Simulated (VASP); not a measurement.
A run of VASP 6.6.1:

The input POSCAR:

```
C
1.0
    0.0000000000      1.7857704566      1.7857704566
    1.7857704566      0.0000000000      1.7857704566
    1.7857704566      1.7857704566      0.0000000000
C
2
Direct
    0.0000000000      0.0000000000      0.0000000000
    0.2500000000      0.2500000000      0.2500000000
```

File INCAR.step1:

```
PREC     = Accurate       # precision mode
ENCUT    = 600            # plane-wave cutoff, eV
ISMEAR   = -1             # smearing method
SIGMA    = 0.02           # smearing width, eV
LREAL    = False          # projectors in reciprocal space
LASPH    = True           # aspherical terms in the spheres
NELM     = 60             # most SCF steps
GGA      = PE             # functional
ALGO     = Normal         # electronic algorithm
EDIFF    = 1E-4           # SCF threshold, eV
LWAVE    = True           # write WAVECAR
LCHARG   = False          # write CHGCAR
```

File INCAR.step2:

```
PREC     = Accurate       # precision mode
ENCUT    = 600            # plane-wave cutoff, eV
EDIFF    = 1E-6           # SCF threshold, eV
ISMEAR   = -1             # smearing method
SIGMA    = 0.02           # smearing width, eV
LREAL    = False          # projectors in reciprocal space
LASPH    = True           # aspherical terms in the spheres
NELM     = 60             # most SCF steps
ALGO     = Normal         # electronic algorithm
ISIF     = 3              # what is computed and relaxed
LWAVE    = False          # write WAVECAR
LCHARG   = False          # write CHGCAR
METAGGA  = R2SCAN         # meta-GGA
LMIXTAU  = True         
IBRION   = 2              # ionic algorithm
NSW      = 80             # ionic steps
EDIFFG   = -0.005         # ionic threshold
ISTART   = 1
```

Contents of KPOINTS:

```
regular mesh
0
Gamma
  12 12 12
```

Potentials or basis: VASP PAW PBE potentials, release 64 (C).

Run with:

```console
$ cat potpaw_PBE.64/C/POTCAR > POTCAR
$ cp INCAR.step1 INCAR
$ mpirun -np 1 vasp_std > vasp.out
$ cp INCAR.step2 INCAR
$ mpirun -np 1 vasp_std > vasp.out
```

Hardware: 1 thread of Intel Xeon 8259CL (shared host).

Task: Estimate the wall time of this run.

Result: Run time: 120 s on 1 thread of Intel Xeon 8259CL, with other jobs on the host, peak memory 0.12 GiB. Counts: k points 72, ion steps 3.
